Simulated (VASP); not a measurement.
Here is a VASP 6.6.1 calculation.

File INCAR:

```
PREC = Accurate
ENCUT = 520
EDIFF = 1E-6
ISMEAR = 0
SIGMA = 0.05
LREAL = F
LASPH = T
NELM = 100
ALGO = Normal
ISIF = 2
LWAVE = F
LCHARG = F
GGA = PE
NBANDS = 16
```

Contents of KPOINTS:

```
regular mesh
0
Gamma
  8 8 8
```

File POSCAR:

```
AgCl
1.0
    0.0000000000      2.7731500000      2.7731500000
    2.7731500000      0.0000000000      2.7731500000
    2.7731500000      2.7731500000      0.0000000000
Ag Cl
1 1
Direct
    0.5090150190      0.5090150190      0.4909849810
    0.0000000000      0.0000000000      0.0000000000
```

Potentials or basis: VASP PAW PBE potentials, release 64 (Ag, Cl).

Command:

```bash
$ cat potpaw_PBE.64/Ag/POTCAR potpaw_PBE.64/Cl/POTCAR > POTCAR
$ mpirun -np 1 vasp_std > vasp.out
```

(1) Estimate the largest force.

(2) Predict the pressure.

(3) Predict the band gap on the k mesh.

Results:

(1) 0.057 eV/Å.

(2) 1.5 GPa.

(3) 0.91 eV, indirect (least direct gap 3.08 eV).

Caveat: the cell differs from its parent crystal (all Ag atoms moved -0.050 Å, as atom 1 towards its neighbour atom 2 (Cl) at 2.773 Å).
